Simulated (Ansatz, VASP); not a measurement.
# BaZnPF in VASP and in Ansatz

```
Ba Zn P F
1.0
     4.08635    0.00000    0.00000
     0.00000    4.08635    0.00000
     0.00000    0.00000    9.32867
Ba Zn P F
2 2 2 2
Direct
  0.50000 0.00000 0.33090
  0.00000 0.50000 0.66910
  0.50000 0.50000 0.00000
  0.00000 0.00000 0.00000
  0.00000 0.50000 0.14847
  0.50000 0.00000 0.85153
  0.50000 0.50000 0.50000
  0.00000 0.00000 0.50000
```

Alike in both runs: task single point; functional PBE; k mesh 6 × 6 × 2; no spin polarisation.

|  | VASP | Ansatz |
| --- | --- | --- |
| version | VASP 6.6.1 | Ansatz 0.2.0 |
| potentials or method | VASP PAW PBE potentials, release 64 (Ba_sv, Zn, P, F) | plane waves, PAW |
| plane-wave cutoff (eV) | 520 | 420 |
| occupations | gaussian, width 0.01 eV | fixed |
| valence electrons in the cell | 68 | 68 |

Ansatz gave:

```
gap on the k mesh at the Fermi level (eV)                     : 0.42
pressure (GPa)                                                : 4.4
traceless stress, the component that is largest in VASP (GPa) : -0.08
rms of the force components (eV/Å)                            : 0.131
```

Q: Estimate VASP's values.

A: gap on the k mesh at the Fermi level (eV): 0.43; pressure (GPa): 5.4; traceless stress, the component that is largest in VASP (GPa): -0.04; rms of the force components (eV/Å): 0.163.

Atom by atom the forces differ by 0.048 eV/Å (rms over components).

Spin-orbit coupling is off throughout.
